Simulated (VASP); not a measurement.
Wanted: the native input for a VASP 6.6.1 run.

```
Task                   : single point
Functional             : r2SCAN
Potentials or basis    : VASP PAW PBE potentials, release 64 (Sc_sv, B)
Cutoff                 : 520 eV
k mesh                 : 18 × 18 × 18
Occupations            : gaussian, width 0.1 eV
Spin                   : no spin polarisation
Dipole correction      : no
Further INCAR settings : ALGO = Normal; EDIFF = 1e-07; NBANDS = 14
```

ScB:

```
Sc B
1.0
     0.00000    2.69543    2.69543
     2.69543    0.00000    2.69543
     2.69543    2.69543    0.00000
Sc B
1 1
Direct
  0.00000 0.00000 0.00000
  0.25000 0.25000 0.25000
```

One way to write it, as run:

POSCAR

```
ScB
1.0
    0.0000000000      2.6954300452      2.6954300452
    2.6954300452      0.0000000000      2.6954300452
    2.6954300452      2.6954300452      0.0000000000
Sc B
1 1
Direct
    0.0000000000      0.0000000000      0.0000000000
    0.2500000000      0.2500000000      0.2500000000
```

INCAR.step1

```
SYSTEM = ScB
PREC = Accurate ; ENCUT = 520
ISMEAR = 0 ; SIGMA = 0.1
LREAL = .False. ; LASPH = .True.
NELM = 60 ; NBANDS = 14
GGA = PE ; ALGO = Normal
EDIFF = 1E-4 ; LWAVE = .True.
LCHARG = .False.
```

INCAR.step2

```
SYSTEM = ScB
PREC = Accurate ; ENCUT = 520
EDIFF = 1E-7 ; ISMEAR = 0
SIGMA = 0.1 ; LREAL = .False.
LASPH = .True. ; NELM = 60
ALGO = Normal ; ISIF = 2
LWAVE = .False. ; LCHARG = .False.
METAGGA = R2SCAN ; LMIXTAU = .True.
NBANDS = 14 ; ISTART = 1
```

KPOINTS

```
Automatic mesh
0
Gamma
  18 18 18
  0 0 0
```

Potentials or basis: VASP PAW PBE potentials, release 64 (Sc_sv, B).

Launch:

```bash
$ cat potpaw_PBE.64/Sc_sv/POTCAR potpaw_PBE.64/B/POTCAR > POTCAR
$ cp INCAR.step1 INCAR
$ mpirun -np 1 vasp_std > vasp.out
$ cp INCAR.step2 INCAR
$ mpirun -np 1 vasp_std > vasp.out
```

Results of the run:

```
Pressure               : 0.2 GPa
Band gap on the k mesh : zero (band 7 reaches 2.88 eV, above the bottom of band 8 at 1.62 eV)
```

Caveat: the PAW data sets were made with another functional, which shifts forces and pressure a little.

Wall time 7.9 min on 1 thread of AMD EPYC 7R43 64-Core Processor (Zen 3), on a shared host, peak memory 0.21 GiB.
